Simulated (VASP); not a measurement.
Runs of VASP 6.6.1 on Pt. The structure is that of space group Fm-3m (No. 225), or close to it. The cells are those of the table. 

```csv
level,cell,gap on the mesh (eV),pressure (GPa)
PBEsol,"a = 2.573 Å, angles 60.0°, 1 atom",none,(a)
PBEsol+D3(BJ),"a = 2.389 Å, angles 60.0°, 1 atom",none,388.0
PBEsol,"a = 2.656 Å, angles 60.0°, 1 atom",none,51.0
PBEsol,"a = 2.389 Å, angles 60.0°, 1 atom",none,407.7
PBEsol,"a = 2.715 Å, angles 60.0°, 1 atom",none,(b)
```

Alike in all rows: task single point; potentials or basis VASP PAW PBE potentials, release 64 (Pt); no spin polarisation; k mesh 17 × 17 × 17; cutoff (eV) 520; smearing fermi-dirac 0.1 eV.

Q: Estimate the missing entries.

A: (a) 115.1; (b) 20.5.

Caveats: the PAW data sets were made with another functional, which shifts forces and pressure a little; spin-orbit coupling is left out, which moves the levels of the heavy elements; three body term missing (some runs); pairwise dispersion overbinds metals, which lowers pressure and volume (some runs).

A k mesh can miss the band edges, and the runs leave out spin-orbit coupling on Pt.

A gap of «none» marks levels without a gap at the run's occupations.
